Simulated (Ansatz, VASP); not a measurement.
# GaN in VASP and in Ansatz

```xyz
2
Lattice="0.0000 2.0071 2.1352 2.1352 0.0000 2.1352 2.1352 2.0071 0.0000" Properties=species:S:1:pos:R:3 pbc="T T T"
Ga    0.0000    0.0000    0.0000
N     2.1352    2.0071    2.1352
```

Change from the starting cell: strain -0.0600 x Voigt [0, 1, 0, 0, 0, 0], atoms carried along.

Alike in both runs: task single point; functional PBEsol; k mesh 14 × 14 × 14; occupations gaussian, width 0.03 eV; no spin polarisation.

```csv
,VASP,Ansatz
version,VASP 6.6.1,Ansatz 0.2.0
potentials or method,"VASP PAW PBE potentials, release 64 (Ga_d, N), cutoff 520 eV","scalar-relativistic, plane waves, PAW"
valence electrons in the cell,18,18
```

Ansatz gave:

* gap on the k mesh at the Fermi level (eV): 0.35
* least direct gap on the mesh (eV): 2.98
* pressure (GPa): 8.0
* traceless stress, the component that is largest in VASP (GPa): 9.93

Estimate VASP's values.

gap on the k mesh at the Fermi level (eV): 0.33; least direct gap on the mesh (eV): 2.99; pressure (GPa): 8.4; traceless stress, the component that is largest in VASP (GPa): 9.75.

VASP's potentials were made for PBE, not for PBEsol.
